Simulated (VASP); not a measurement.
# WBr3F: single point with PBE

Crystal: WBr3F.

```xyz
5
Lattice="-2.3110 2.3110 5.8494 2.3110 -2.3110 5.8494 2.3110 2.3110 -5.8494" Properties=species:S:1:pos:R:3 pbc="T T T"
W     2.3110    0.0000    2.9247
Br    0.0000    0.0000    7.2334
Br    0.0000    0.0000    4.4654
Br    0.0000    2.3110    2.9247
F     0.0000    0.0000    0.0000
```

The cell was built from a structure type or drawn by symmetry, and may not be a known phase.

| Property | Result |
| --- | --- |
| Program | VASP 6.6.1 |
| Task | single point |
| Functional | PBE |
| Potentials or basis | VASP PAW PBE potentials, release 64 (W_sv, Br, F) |
| Cutoff | 520 eV |
| k mesh | 6 × 6 × 6 |
| Occupations | gaussian, width 0.1 eV |
| Spin | no spin polarisation |
| Dipole correction | no |
| Further INCAR settings | ALGO = Normal; EDIFF = 1e-06; NBANDS = 29 |

The pressure is -2.0 GPa, the largest force is 0.118 eV/Å and the band gap on the k mesh is zero (bands 21 and 22 overlap by 0.38 eV).

Forces on the atoms (eV/Å):
```
W    0.000  0.000  0.000
Br   0.000  0.000 -0.118
Br   0.000  0.000  0.118
Br   0.000  0.000  0.000
F    0.000  0.000  0.000
```

Stress tensor (GPa, compression positive):
```
-5.67  0.00  0.00
 0.00 -5.67  0.00
 0.00  0.00  5.24
```

Levels at points of the mesh, in eV from the Fermi level:
| k point | band 19 | band 20 | band 21 | band 22 | band 23 | band 24 |
| --- | --- | --- | --- | --- | --- | --- |
| (0.00, 0.00, 0.00) | -0.88 | -0.41 | -0.33 | -0.33 | 0.97 | 1.09 |
| (0.50, 0.00, 0.00) | -0.84 | -0.61 | 0.04 | 0.21 | 0.75 | 0.77 |
| (0.50, 0.50, 0.00) | -0.67 | -0.40 | -0.01 | 0.17 | 0.36 | 0.42 |
| (0.50, 0.50, 0.50) | -0.98 | -0.58 | -0.58 | -0.08 | 0.67 | 1.32 |

It took 8.4 min on 1 thread of AMD EPYC 7R13, with other jobs on the host, peak memory 0.38 GiB.

Caveat: spin-orbit coupling is left out, which moves the levels of the heavy elements.
